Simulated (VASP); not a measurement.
# CoSi2 (Fm-3m) in VASP: notebook, part 2 of 2

VASP 6.6.1. The steps go on from the part before.

## (3) Single point, PBE, collinear spin, ferromagnetic start

The input, INCAR:

```
SYSTEM = CoSi2
  ALGO = Normal
  EDIFF = 1E-6
  ENCUT = 520
  GGA = PE
  ISIF = 2
  ISMEAR = -1
  ISPIN = 2
  LASPH = .True.
  LCHARG = .True.
  LELF = .True.
  LMAXMIX = 4
  LORBIT = 11
  LREAL = .False.
  LVHAR = .True.
  LWAVE = .False.
  MAGMOM = 2.5 0 0
  NBANDS = 20
  NELM = 150
  NUPDOWN = 2.5
  PREC = Accurate
  SIGMA = 0.05
```

The input, KPOINTS:

```
k-points
0
Gamma
  7 7 7
  0 0 0
```

The input, POSCAR:

```
CoSi2
1.0
    0.0000000000      2.6780000000      2.6780000000
    2.6780000000      0.0000000000      2.6780000000
    2.6780000000      2.6780000000      0.0000000000
Co Si
1 2
Direct
    0.0000000000      0.0000000000      0.0000000000
    0.7500000000      0.7500000000      0.7500000000
    0.2500000000      0.2500000000      0.2500000000
```

Potentials or basis: VASP PAW PBE potentials, release 64 (Co, Si).

Started as:

```bash
$ cat potpaw_PBE.64/Co/POTCAR potpaw_PBE.64/Si/POTCAR > POTCAR
$ mpirun -np 1 vasp_std > vasp.out
```

OUTCAR:

```text
SYSTEM = CoSi2
   EDIFF = 1E-6
   ENCUT = 520
   GGA = PE
   ISIF = 2
   ISMEAR = -1
   ISPIN = 2
   LASPH = .True.
   LORBIT = 11
   LREAL = .False.
   NELM = 150
   NUPDOWN = 2.5
   PREC = Accurate

 ion  position               nearest neighbor table
   1  0.000  0.000  0.000-   2 2.32   3 2.32   2 2.32   2 2.32   3 2.32   2 2.32   3 2.32   3 2.32

   2  0.750  0.750  0.750-   1 2.32   1 2.32   1 2.32   1 2.32   3 2.68   3 2.68   3 2.68   3 2.68
                             3 2.68   3 2.68
   3  0.250  0.250  0.250-   1 2.32   1 2.32   1 2.32   1 2.32   2 2.68   2 2.68   2 2.68   2 2.68
                             2 2.68   2 2.68

  LATTYP: Found a face centered cubic cell.
 ALAT       =     5.3560000000

  Lattice vectors:

 A1 = (   0.0000000000,   2.6780000000,   2.6780000000)
 A2 = (   2.6780000000,   0.0000000000,   2.6780000000)
 A3 = (   2.6780000000,   2.6780000000,   0.0000000000)

Analysis of symmetry for initial positions (statically):
=====================================================================
 Subroutine PRICEL returns:
 Original cell was already a primitive cell.

 Routine SETGRP: Setting up the symmetry group for a
 face centered cubic supercell.

 Subroutine GETGRP returns: Found 48 space group operations
 (whereof 48 operations were pure point group operations)
 out of a pool of 48 trial point group operations.

The static configuration has the point symmetry O_h .

Analysis of symmetry for dynamics (positions and initial velocities):
=====================================================================
 Subroutine PRICEL returns:
 Original cell was already a primitive cell.

 Routine SETGRP: Setting up the symmetry group for a
 face centered cubic supercell.

 Subroutine GETGRP returns: Found 48 space group operations
 (whereof 48 operations were pure point group operations)
 out of a pool of 48 trial point group operations.
[... 153 lines left out ...]
  ext. energy  EPLUGINS =         0.00000000
  ---------------------------------------------------
  free energy    TOTEN  =       -16.99290082 eV

  energy without entropy =      -16.97246118  energy(sigma->0) =      -16.98268100

 E-fermi :   9.2189     XC(G=0): -11.7554

 val. band max:       12.3187669619   @ k =  -0.2857   0.4286   0.1429
 cond. band min:       9.3187093682   @ k =  -0.4286   0.2857   0.0000
 fundamental gap:     -3.0000575937
 Fermi energy:        12.3297353402

 spin component 1

 k-point     1 :       0.0000    0.0000    0.0000
  band No.  band energies     occupation
      1      -3.2757      1.00000
      2       5.3447      1.00000
      3       5.3447      1.00000
      4       5.3447      1.00000
      5       7.1615      1.00000
      6       7.1615      1.00000
[... 436 lines left out ...]
      6       6.8829      1.00000
[... 12 lines left out ...]
     19      24.4442      0.00000
     20      27.4553      0.00000
 Fermi energy:         9.2188820143

 spin component 2

 k-point     1 :       0.0000    0.0000    0.0000
  band No.  band energies     occupation
      1      -2.7305      1.00000
      2       6.2837      1.00000
      3       6.2837      1.00000
      4       6.2837      1.00000
      5       8.4711      1.00000
      6       8.4711      1.00000
[... 449 lines left out ...]
     19      25.0670      0.00000
     20      28.0497      0.00000

------------------------ aborting loop because EDIFF is reached ----------------------------------------

  FORCE on cell =-STRESS in cart. coord.  units (eV):
  Direction    XX          YY          ZZ          XY          YZ          ZX
  --------------------------------------------------------------------------------------
  -------------------------------------------------------------------------------------
  Total        4.7717647      4.7717647      4.7717647     -0.0000000      0.0000000     -0.0000000
  in kB      199.0342835    199.0342835    199.0342835     -0.0000000      0.0000000     -0.0000000
  external PRESSURE =     199.0342835 kB  Pullay stress =       0.0000000 kB

 VOLUME and BASIS-vectors are now :
 -----------------------------------------------------------------------------
  energy-cutoff  :      520.00
  volume of cell :       38.41
      direct lattice vectors                 reciprocal lattice vectors
     0.000000000  2.678000000  2.678000000    -0.186706497  0.186706497  0.186706497
     2.678000000  0.000000000  2.678000000     0.186706497 -0.186706497  0.186706497
     2.678000000  2.678000000  0.000000000     0.186706497  0.186706497 -0.186706497

 POSITION                                       TOTAL-FORCE (eV/Angst)
 -----------------------------------------------------------------------------------
      0.00000      0.00000      0.00000         0.000000     -0.000000      0.000000
      4.01700      4.01700      4.01700         0.000000      0.000000      0.000000
      1.33900      1.33900      1.33900        -0.000000     -0.000000     -0.000000
 -----------------------------------------------------------------------------------
    total drift:                               -0.000000     -0.000000      0.000000

  FREE ENERGIE OF THE ION-ELECTRON SYSTEM (eV)
  ---------------------------------------------------
  free  energy   TOTEN  =       -16.9929008249 eV

  energy  without entropy=      -16.9724611843  energy(sigma->0) =      -16.98268100

 total charge

# of ion       s       p       d       tot
------------------------------------------
    1        0.543   0.703   7.506   8.752
    2        0.782   0.857   0.000   1.639
    3        0.782   0.857   0.000   1.639
--------------------------------------------------
tot          2.107   2.417   7.506  12.030

 magnetization (x)

# of ion       s       p       d       tot
------------------------------------------
    1        0.024   0.192   1.310   1.526
    2        0.084   0.124   0.000   0.208
    3        0.084   0.124   0.000   0.208
--------------------------------------------------
tot          0.192   0.440   1.310   1.941
```

stdout:

```text
POSCAR found type information on POSCAR CoSi
 POSCAR found :  2 types and       3 ions
 scaLAPACK will be used
 LDA part: xc-table for (Slater+PW92), standard interpolation
 POSCAR, INCAR and KPOINTS ok, starting setup
 FFT: planning ... GRIDC
 FFT: planning ... GRID_SOFT
 FFT: planning ... GRID
 WAVECAR not read
 entering main loop
```

It took 19 s on 1 thread of Intel Xeon 6975P-C (Granite Rapids), shared host; peak memory 0.17 GiB.

Results:

```
Free energy                                           : -16.9929 eV
Pressure                                              : 19.9 GPa
Net moment                                            : 2.50 μB per cell
Site moments                                          : Co +1.53; Si +0.21 μB
Valence electrons inside the program's atomic spheres : Co 8.75; Si 1.64
```

Caveat: the total moment is fixed, so each spin has its own Fermi level.

## (4) Single point, PBE, collinear spin, ferromagnetic start

The input, INCAR:

```
SYSTEM = CoSi2
  ALGO = Normal
  EDIFF = 1E-6
  ENCUT = 520
  GGA = PE
  ISIF = 2
  ISMEAR = -1
  ISPIN = 2
  LASPH = .TRUE.
  LCHARG = .FALSE.
  LMAXMIX = 4
  LORBIT = 11
  LREAL = .FALSE.
  LWAVE = .FALSE.
  MAGMOM = 3 0 0
  NBANDS = 20
  NELM = 150
  NUPDOWN = 3.0
  PREC = Accurate
  SIGMA = 0.05
```

The input, KPOINTS:

```
k-points
0
G
  7 7 7
  0 0 0
```

POSCAR is that of step 3.

Started as:

```bash
$ cat potpaw_PBE.64/Co/POTCAR potpaw_PBE.64/Si/POTCAR > POTCAR
$ mpirun -np 1 vasp_std > vasp.out
```

Run time: 18 s. Hardware: 1 thread of Intel Xeon 6975P-C (Granite Rapids), shared host; peak memory 0.18 GiB.

The run converged. Its results:

| Property | Result |
| --- | --- |
| Free energy | -16.1706 eV |
| Pressure | 25.1 GPa |
| Net moment | 3.00 μB per cell |
| Site moments | Co +1.77; Si +0.26 μB |
| Valence electrons inside the program's atomic spheres | Co 8.71; Si 1.65 |

Caveat: the total moment is fixed, so each spin has its own Fermi level.

## (5) Overview

```tsv
fixed moment (μB)	pressure (GPa)	moment (μB)
2.0	14.3	2.00
2.5	19.9	2.50
3.0	25.1	3.00
```

Alike in all rows: task single point; level PBE; potentials or basis VASP PAW PBE potentials, release 64 (Co, Si); spin collinear, ferromagnetic start; cell as given; k mesh 7 × 7 × 7; cutoff (eV) 520; smearing fermi-dirac 0.05 eV.

Caveats: the total moment is fixed, so each spin has its own Fermi level.

Absolute energies hang on the potentials; compare differences alone.
